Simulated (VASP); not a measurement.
Set up this calculation in VASP 6.6.1, as the native input.

```yaml
Task: single point
Functional: PBE-based screened hybrid
Potentials_or_basis: VASP PAW PBE potentials, release 64 (Zn, S)
Cutoff: 520 eV
k_mesh: 4 × 4 × 4
Occupations: fermi-dirac, width 0.02 eV
Spin: no spin polarisation
Dipole_correction: no
Grid_for_exact_exchange_PRECFOCK: Normal
Share_of_exact_exchange: 0.75
Further_INCAR_settings: ALGO = Normal; EDIFF = 1e-06; NBANDS = 16
Screening_parameter: 0.1 1/Å
```

The system is ZnS.

```xyz
2
Lattice="0.0000 2.5310 2.5310 2.5310 0.0000 2.5310 2.5310 2.5310 0.0000" Properties=species:S:1:pos:R:3 pbc="T T T"
Zn    0.0000    0.0000    0.0000
S     2.5310    2.5310    2.5310
```

These files were run (other wordings do the same):

POSCAR

```
ZnS
1.0
    0.0000000000      2.5310225584      2.5310225584
    2.5310225584      0.0000000000      2.5310225584
    2.5310225584      2.5310225584      0.0000000000
Zn S
1 1
Direct
    0.0000000000      0.0000000000      0.0000000000
    0.5000000000      0.5000000000      0.5000000000
```

INCAR.step1

```
ALGO = Normal ; EDIFF = 1E-5
ENCUT = 520 ; GGA = PE
ISIF = 2 ; ISMEAR = -1
LASPH = True ; LCHARG = False
LREAL = False ; LWAVE = True
NBANDS = 16 ; NELM = 100
PREC = Accurate ; SIGMA = 0.02
```

INCAR.step2

```
AEXX = 0.75 ; ALGO = Normal
EDIFF = 1E-6 ; ENCUT = 520
GGA = PE ; HFSCREEN = 0.1
ISIF = 2 ; ISMEAR = -1
ISTART = 1 ; LASPH = True
LCHARG = False ; LHFCALC = True
LREAL = False ; LWAVE = False
NBANDS = 16 ; NELM = 100
PREC = Accurate ; PRECFOCK = Normal
SIGMA = 0.02
```

KPOINTS

```
k-points
0
Gamma
  4 4 4
```

Potentials or basis: VASP PAW PBE potentials, release 64 (Zn, S).

The run is started by

```bash
$ cat potpaw_PBE.64/Zn/POTCAR potpaw_PBE.64/S/POTCAR > POTCAR
$ cp INCAR.step1 INCAR
$ mpirun -np 1 vasp_std > vasp.out
$ cp INCAR.step2 INCAR
$ mpirun -np 1 vasp_std > vasp.out
```

Results of the run:

| Item | Value |
| --- | --- |
| Pressure | -1.5 GPa |
| Band gap on the k mesh | 4.49 eV, indirect (least direct gap 7.29 eV) |

Caveat: the k points lie up to 0.54 Å⁻¹ apart; the PAW data sets were made with another functional, which shifts forces and pressure a little.

Run time: 4 min on 1 thread of Intel(R) Xeon(R) Platinum 8375C CPU @ 2.90GHz (Ice Lake), with other jobs on the host, peak memory 0.26 GiB.
